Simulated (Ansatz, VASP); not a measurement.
One calculation of Nb, two programs

```
Nb
1.0
    -1.66395    1.66395    1.53915
     1.66395   -1.66395    1.53915
     1.66395    1.66395   -1.53915
Nb
1
Direct
  0.00000 0.00000 0.00000
```

Change from the starting cell: strain -0.0750 x Voigt [0, 0, 1, 0, 0, 0], atoms carried along.

Alike in both runs: task single point; functional PBE; k mesh 20 × 20 × 20; occupations gaussian, width 0.15 eV; no spin polarisation.

|  | VASP | Ansatz |
| --- | --- | --- |
| version | VASP 6.6.1 | Ansatz 0.2.0 |
| potentials or method | VASP PAW PBE potentials, release 64 (Nb_sv), cutoff 520 eV | scalar-relativistic, plane waves, PAW |
| valence electrons in the cell | 13 | 13 |

```tsv
	VASP	Ansatz	Ansatz less VASP
gap on the k mesh at the Fermi level (eV)	none	none	-
pressure (GPa)	11.9	12.3	+0.37
traceless stress, the component that is largest in VASP (GPa)	5.85	5.91	+0.058
```

A gap of «none» marks a metal or a gap that the smearing closes.
